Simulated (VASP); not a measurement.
# Hf (P6_3/mmc) in VASP: a series of runs

The runs below take Hf through vibrations by perturbation theory, elastic constants, with PBEsol, LDA, PBE.

Program: VASP 6.6.1. These are calculated values, not measurements. Logs are shortened: lines on timing, memory, paths and dates and some standing lists are left out, and cuts for length are marked.

### Step 1. The cell of the first run

The structure is hexagonal, space group P6_3/mmc (No. 194). Conventional cell: a = 3.197 Å, b = 3.197 Å, c = 5.058 Å, α = 90.00°, β = 90.00°, γ = 120.00°. Hf (site symmetry -6m2) has 12 Hf at 3.13 to 3.20 Å within 4.1 Å.

### Step 2. Vibrations by perturbation theory, PBEsol

Input file INCAR:

```
  PREC = Accurate
  ENCUT = 520
  EDIFF = 1E-8
  ISMEAR = -1
  SIGMA = 0.05
  LREAL = F
  LASPH = T
  NELM = 60
  ALGO = Fast
  ISIF = 2
  LWAVE = F
  LCHARG = T
  GGA = PS
  NBANDS = 17
  IBRION = 8
  NSW = 1
```

Input file KPOINTS:

```
Automatic mesh
0
Gamma
  7 7 4
```

Input file POSCAR:

```
Hf
1.0
    3.1967000000      0.0000000000      0.0000000000
   -1.5983500000      2.7684234083      0.0000000000
    0.0000000000      0.0000000000      5.0578000000
Hf
2
Direct
    0.6666666667      0.3333333333      0.7500000000
    0.3333333333      0.6666666667      0.2500000000
```

Potentials or basis: VASP PAW PBE potentials, release 64 (Hf_pv).

Launch:

```
> cat potpaw_PBE.64/Hf_pv/POTCAR > POTCAR
> mpirun -np 1 vasp_std > vasp.out
```

OUTCAR:

```text
PREC = Accurate
   ENCUT = 520
   EDIFF = 1E-8
   ISMEAR = -1
   LREAL = F
   LASPH = T
   NELM = 60
   ISIF = 2
   GGA = PS
   IBRION = 8
   NSW = 1

 ion  position               nearest neighbor table
   1  0.667  0.333  0.750-   2 3.13   2 3.13   2 3.13   2 3.13   2 3.13   2 3.13
   2  0.333  0.667  0.250-   1 3.13   1 3.13   1 3.13   1 3.13   1 3.13   1 3.13

  LATTYP: Found a hexagonal cell.
 ALAT       =     3.1967000000
 C/A-ratio  =     1.5821941377

  Lattice vectors:

 A1 = (   3.1967000000,   0.0000000000,   0.0000000000)
 A2 = (  -1.5983500000,   2.7684234083,   0.0000000000)
 A3 = (   0.0000000000,   0.0000000000,   5.0578000000)

Analysis of symmetry for initial positions (statically):
=====================================================================
 Subroutine PRICEL returns:
 Original cell was already a primitive cell.

 Routine SETGRP: Setting up the symmetry group for a
 hexagonal supercell.

 Subroutine GETGRP returns: Found 24 space group operations
 (whereof 12 operations were pure point group operations)
 out of a pool of 24 trial point group operations.

The static configuration has the point symmetry D_3d.
 The point group associated with its full space group is D_6h.

Analysis of symmetry for dynamics (positions and initial velocities):
=====================================================================
 Subroutine PRICEL returns:
 Original cell was already a primitive cell.

 Routine SETGRP: Setting up the symmetry group for a
 hexagonal supercell.

 Subroutine GETGRP returns: Found 24 space group operations
 (whereof 12 operations were pure point group operations)
 out of a pool of 24 trial point group operations.

The dynamic configuration has the point symmetry D_3d.
 The point group associated with its full space group is D_6h.

 Subroutine INISYM returns: Found 24 space group operations
 (whereof 12 operations are pure point group operations),
 and found     1 'primitive' translations

----------------------------------------------------------------------------------------

                                     Primitive cell

  volume of cell :      44.7606

  direct lattice vectors                    reciprocal lattice vectors
     3.196700000  0.000000000  0.000000000     0.312822598  0.180608211  0.000000000
    -1.598350000  2.768423408  0.000000000     0.000000000  0.361216423  0.000000000
     0.000000000  0.000000000  5.057800000     0.000000000  0.000000000  0.197714421

  length of vectors
     3.196700000  3.196700000  5.057800000     0.361216423  0.361216423  0.197714421

  position of ions in fractional coordinates (direct lattice)
     0.666666667  0.333333333  0.750000000
     0.333333333  0.666666667  0.250000000

  ion indices of the primitive-cell ions
   primitive index   ion index
                 1           1
                 2           2

----------------------------------------------------------------------------------------

 KPOINTS: Automatic mesh

Automatic generation of k-mesh.
 Grid dimensions read from file:
 generate k-points for:    7    7    4

 Generating k-lattice:

  Cartesian coordinates                     Fractional coordinates (reciprocal lattice)
     0.044688943  0.025801173  0.000000000     0.142857143 -0.000000000  0.000000000
     0.000000000  0.051602346  0.000000000     0.000000000  0.142857143  0.000000000
     0.000000000  0.000000000  0.049428605     0.000000000  0.000000000  0.250000000

  Length of vectors
     0.051602346  0.051602346  0.049428605
[... 79 lines left out ...]
   LHFCALC =     F    Hartree Fock is set to
   AEXX    =    0.0000 exact exchange contribution
   IVDW    =     0    specifies the selected vdW correction
   LEPSILON=     F    determine dielectric tensor
   LRPA    =     F    only Hartree local field effects (RPA)
 non-spin polarized calculation
 RMM-DIIS sequential band-by-band and
  energy-cutoff  :      520.00
  volume of cell :       44.76
 maximum number of plane-waves:      1222
 NGX is ok and might be reduce to    24
   NGX = 11   NGY = 11   NGZ = 19

--------------------------------------- Ionic step        1  -------------------------------------------

 number of electron      20.0000004 magnetization

 Free energy of the ion-electron system (eV)
  ---------------------------------------------------
  ext. energy  EPLUGINS =         0.00000000
  ---------------------------------------------------
  free energy    TOTEN  =       -20.98883018 eV

  energy without entropy =      -20.97615027  energy(sigma->0) =      -20.98249022

 E-fermi :   4.8208     XC(G=0): -11.3895

 val. band max:        4.7471967341   @ k =   0.2857   0.2857   0.2500
 cond. band min:       4.8575901819   @ k =   0.0000   0.0000   0.2500
 fundamental gap:      0.1103934477
 Fermi energy:         4.8207678062

 k-point     1 :       0.0000    0.0000    0.0000
  band No.  band energies     occupation
      1     -26.2673      2.00000
      2     -25.5341      2.00000
      3     -25.5341      2.00000
      4     -25.4056      2.00000
      5     -25.4056      2.00000
      6     -25.3952      2.00000
[... 459 lines left out ...]
      6     -25.5394      2.00000
[... 9 lines left out ...]
     16      10.1360      0.00000
     17      12.5551      0.00000

------------------------ aborting loop because EDIFF is reached ----------------------------------------

  FORCE on cell =-STRESS in cart. coord.  units (eV):
  Direction    XX          YY          ZZ          XY          YZ          ZX
  --------------------------------------------------------------------------------------
  -------------------------------------------------------------------------------------
  Total       -1.1962763     -1.1962763     -0.8809079      0.0000000      0.0000000      0.0000000
  in kB      -42.8199373    -42.8199373    -31.5315293      0.0000000      0.0000000      0.0000000
  external PRESSURE =     -39.0571346 kB  Pullay stress =       0.0000000 kB

 VOLUME and BASIS-vectors are now :
 -----------------------------------------------------------------------------
  energy-cutoff  :      520.00
  volume of cell :       44.76
      direct lattice vectors                 reciprocal lattice vectors
     3.196700000  0.000000000  0.000000000     0.312822598  0.180608211  0.000000000
    -1.598350000  2.768423408  0.000000000     0.000000000  0.361216423  0.000000000
     0.000000000  0.000000000  5.057800000     0.000000000  0.000000000  0.197714421

 POSITION                                       TOTAL-FORCE (eV/Angst)
 -----------------------------------------------------------------------------------
      1.59835      0.92281      3.79335         0.000000      0.000000      0.000000
     -0.00000      1.84562      1.26445        -0.000000     -0.000000      0.000000
 -----------------------------------------------------------------------------------
    total drift:                               -0.000000      0.000000     -0.000000

  FREE ENERGIE OF THE ION-ELECTRON SYSTEM (eV)
  ---------------------------------------------------
  free  energy   TOTEN  =       -20.9888301809 eV

  energy  without entropy=      -20.9761502680  energy(sigma->0) =      -20.98249022

[... ionic steps 2 to 3 ...]

--------------------------------------- Ionic step        4  -------------------------------------------

------------------------ aborting loop because EDIFF is reached ----------------------------------------

[... ionic steps 5 to 5 ...]

--------------------------------------- Ionic step        6  -------------------------------------------

 Free energy of the ion-electron system (eV)
  ---------------------------------------------------
  ---------------------------------------------------
  free energy    TOTEN  =        -0.25208049 eV

  energy without entropy =       -0.25208049

------------------------ aborting loop because EDIFF is reached ----------------------------------------

 INTERNAL STRAIN TENSOR  FOR ION    1  DIRECTION 3   (eV/Angst):
 -----------------------------------------------------------------------------
    -0.06276  0.00000 -0.00000
    -0.00000 -0.06276  0.00000
    -0.00000  0.00000  0.12392

 INTERNAL STRAIN TENSOR FOR ION    2 for displacements in x,y,z  (eV/Angst):
          X           Y           Z          XY          YZ          ZX
  --------------------------------------------------------------------------------
  x     0.00000    -0.00000     0.00000    -4.03568     0.00000     0.00000
  y    -4.03568     4.03568     0.00000     0.00000     0.00000     0.00000
  z     0.00000    -0.00000     0.00000     0.00000     0.00000     0.00000

 SECOND DERIVATIVES (NOT SYMMETRIZED)
 ------------------------------------
               1X          1Y          1Z          2X          2Y          2Z
  1X    -1.338163    0.000000    0.000000    1.338163    0.000000    0.000000
  1Y    -0.000000   -1.338163    0.000000    0.000000    1.338163    0.000000
  1Z     0.000000    0.000000   -2.848344   -0.000000   -0.000000    2.848344
  2X     1.338163    0.000000    0.000000   -1.338163    0.000000    0.000000
  2Y     0.000000    1.338163    0.000000   -0.000000   -1.338163    0.000000
  2Z    -0.000000   -0.000000    2.848344    0.000000    0.000000   -2.848344

 Eigenvectors and eigenvalues of the dynamical matrix
 ----------------------------------------------------

   1 f  =    2.792898 THz    17.548293 2PiTHz   93.161036 cm-1    11.550491 meV
             X         Y         Z           dx          dy          dz
      1.598350  0.922808  3.793350     0.000000    0.000000   -0.707107
     -0.000000  1.845616  1.264450    -0.000000    0.000000    0.707107
[... 16 lines left out ...]
   5 f  =    0.000000 THz     0.000000 2PiTHz    0.000000 cm-1     0.000000 meV
             X         Y         Z           dx          dy          dz
      1.598350  0.922808  3.793350    -0.000000   -0.000000    0.707107
     -0.000000  1.845616  1.264450     0.000000    0.000000    0.707107

   6 f/i=    0.000000 THz     0.000000 2PiTHz    0.000001 cm-1     0.000000 meV
             X         Y         Z           dx          dy          dz
      1.598350  0.922808  3.793350    -0.681219   -0.189579   -0.000000
     -0.000000  1.845616  1.264450    -0.681219   -0.189579    0.000000

--------------------------------------------------------------------------------------------------------

 ELASTIC MODULI CONTR FROM IONIC RELAXATION (kBar)
 Direction    XX          YY          ZZ          XY          YZ          ZX
 --------------------------------------------------------------------------------
 XX        -435.6517    435.6517      0.0000     -0.0000      0.0000      0.0000
 YY         435.6517   -435.6517      0.0000      0.0000      0.0000      0.0000
 ZZ           0.0000      0.0000      0.0000      0.0000      0.0000      0.0000
 XY          -0.0000      0.0000      0.0000   -435.6517      0.0000      0.0000
 YZ           0.0000      0.0000      0.0000      0.0000      0.0000      0.0000
 ZX           0.0000      0.0000      0.0000      0.0000      0.0000      0.0000
 --------------------------------------------------------------------------------
```

Wall time 4.1 min (1 thread of Intel Xeon 8259CL, shared host); peak memory 0.25 GiB.

What came out:

- Highest phonon frequency at Γ: 93 cm⁻¹

Phonon frequencies in cm⁻¹ (negative: imaginary):
| q point | frequencies |
| --- | --- |
| (0.000, 0.000, 0.000) | 0 0 0 64 64 93 |

Caveat: the cell stands under pressure or tension, which shifts response properties; the PAW data sets were made with another functional, which shifts forces and pressure a little; spin-orbit coupling is left out, which moves the levels of the heavy elements.

### Step 3. Elastic constants, LDA

Input file INCAR:

```
SYSTEM = Hf
PREC     = Accurate       ! precision mode
ENCUT    = 600            ! plane-wave cutoff, eV
EDIFF    = 1E-8           ! SCF threshold, eV
ISMEAR   = -1             ! smearing method
SIGMA    = 0.05           ! smearing width, eV
LREAL    = .False.        ! projectors in reciprocal space
LASPH    = .True.         ! aspherical terms in the spheres
NELM     = 60             ! most SCF steps
ALGO     = Fast           ! electronic algorithm
ISIF     = 3              ! what is computed and relaxed
LWAVE    = .False.        ! write WAVECAR
LCHARG   = .True.         ! write CHGCAR
GGA      = CA             ! functional
IBRION   = 6              ! ionic algorithm
NFREE    = 2            
POTIM    = 0.015          ! step
NSW      = 1              ! ionic steps
```

Input file KPOINTS:

```
regular mesh
0
Gamma
  7 7 4
  0 0 0
```

POSCAR is that of step 2.

Potentials or basis: VASP PAW LDA potentials, release 64 (Hf_pv).

Launch:

```
> cat potpaw_LDA.64/Hf_pv/POTCAR > POTCAR
> mpirun -np 1 vasp_std > vasp.out
```

Wall time 15 min (1 thread of Intel Xeon 8259CL, shared host); peak memory 0.25 GiB.

The run converged. Its results:

```
Voigt bulk modulus            : 103 GPa
Highest phonon frequency at Γ : 76 cm⁻¹
```

Phonon frequencies in cm⁻¹ (negative: imaginary):
```tsv
q point	frequencies
(0.000, 0.000, 0.000)	0 0 0 59 59 76
```

Elastic tensor in Voigt notation (GPa, in the Cartesian axes of the cell as first typed):
```
132 106  71   0   0   0
106 132  71   0   0   0
 71  71 160   0   0   0
  0   0   0  47   0   0
  0   0   0   0  47   0
  0   0   0   0   0  13
```

Clamped-ion elastic tensor (GPa):
```
172  67  71   0   0   0
 67 172  71   0   0   0
 71  71 160   0   0   0
  0   0   0  47   0   0
  0   0   0   0  47   0
  0   0   0   0   0  53
```

Caveat: the cell is under stress, which shifts elastic constants; spin-orbit coupling is left out, which moves the levels of the heavy elements.

### Step 4. Elastic constants, PBE

Input file INCAR:

```
PREC = Accurate ; ENCUT = 600
EDIFF = 1E-8 ; ISMEAR = -1
SIGMA = 0.05 ; LREAL = F
LASPH = T ; NELM = 100
ALGO = Normal ; ISIF = 3
LWAVE = F ; LCHARG = T
GGA = PE ; NBANDS = 17
IBRION = 6 ; NFREE = 2
POTIM = 0.015 ; NSW = 1
```

Input file KPOINTS:

```
regular mesh
0
Gamma
  7 7 4
```

POSCAR is that of step 3.

Potentials or basis: VASP PAW PBE potentials, release 64 (Hf_pv).

Launch:

```
> cat potpaw_PBE.64/Hf_pv/POTCAR > POTCAR
> mpirun -np 1 vasp_std > vasp.out
```

Run time: 12 min. Hardware: 1 thread of Intel Xeon 8259CL, shared host; peak memory 0.26 GiB.

Results (log left out):

```yaml
Voigt_bulk_modulus: 111 GPa
Highest_phonon_frequency_at_Γ: 102 cm⁻¹
```

Phonon frequencies in cm⁻¹ (negative: imaginary):
```
              q point      frequencies
(0.000, 0.000, 0.000)  0 0 0 66 66 102
```

Elastic tensor in Voigt notation (GPa, in the Cartesian axes of the cell as first typed):
```
159 102  70   0   0   0
102 159  70   0   0   0
 70  70 201   0   0   0
  0   0   0  55   0   0
  0   0   0   0  55   0
  0   0   0   0   0  29
```

Clamped-ion elastic tensor (GPa):
```
198  63  70   0   0   0
 63 198  70   0   0   0
 70  70 201   0   0   0
  0   0   0  55   0   0
  0   0   0   0  55   0
  0   0   0   0   0  67
```

Caveat: spin-orbit coupling is left out, which moves the levels of the heavy elements.
